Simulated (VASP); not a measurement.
The system is Si3Ge.

```
Si Ge
1.0
     1.94265    1.12159    6.34097
    -1.94265    1.12159    6.34097
     0.00000   -2.24318    6.34097
Si Ge
3 1
Direct
  0.00134 0.00134 0.00134
  0.49871 0.49871 0.49871
  0.37501 0.37501 0.37501
  0.87495 0.87495 0.87495
```

Base run:

| Item | Value |
| --- | --- |
| Program | VASP 6.6.1 |
| Functional | PBE |
| Potentials or basis | VASP PAW PBE potentials, release 64 (Si, Ge_d) |
| Cutoff | 520 eV |
| k mesh | 6 × 6 × 6 |
| Occupations | gaussian, width 0.01 eV |
| Spin | no spin polarisation |

Its results: band gap on the k mesh 0.59 eV, indirect (least direct gap 1.13 eV); pressure 1.8 GPa; largest force 0.077 eV/Å.

Q: The run is repeated on the same cell with these changes: functional from PBE to r2SCAN; k mesh from 6 × 6 × 6 to 4 × 4 × 4. What comes out?

A: Band gap on the k mesh 0.80 eV, indirect (least direct gap 1.45 eV); pressure 0.1 GPa; largest force 0.037 eV/Å.

Several settings changed at once, so the effect can't be laid on one alone.

Caveats: some runs use coarse meshes; the PAW data sets were made with another functional, which shifts forces and pressure a little (some runs).

A k mesh can miss the band edges.
